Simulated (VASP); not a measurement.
Runs of VASP 6.6.1 on Be. The structure is that of space group P6_3/mmc (No. 194), or close to it. The cells are those of the table. 

```tsv
task	cell	cutoff (eV)	gap on the mesh (eV)	pressure (GPa)
single point	a = 2.190, b = 2.190, c = 3.465 Å, angles 90.0, 90.0, 120.0°, 2 atoms	520	none	13.8
single point	a = 2.286, b = 2.286, c = 3.598 Å, angles 90.0, 90.0, 120.0°, 2 atoms	520	none	(a)
single point	a = 2.214, b = 2.214, c = 3.499 Å, angles 90.0, 90.0, 120.0°, 2 atoms	520	none	8.7
single point	a = 2.239, b = 2.239, c = 3.533 Å, angles 90.0, 90.0, 120.0°, 2 atoms	520	none	4.2
relaxation of shape and atoms at fixed volume	relaxed from a = 2.190, b = 2.190, c = 3.462 Å, angles 90.0, 90.0, 120.0°, 2 atoms	600	none	13.8
```

Alike in all rows: level PBE; potentials or basis VASP PAW PBE potentials, release 64 (Be); no spin polarisation; k mesh 21 × 21 × 12; smearing gaussian 0.1 eV.

**Question.** Estimate the missing entries.

**Answer.** (a) -3.3.

Caveats: the cell stands under pressure (at least some runs); the cell stands under tension (at least some runs).

A gap of «none» marks levels without a gap at the run's occupations.
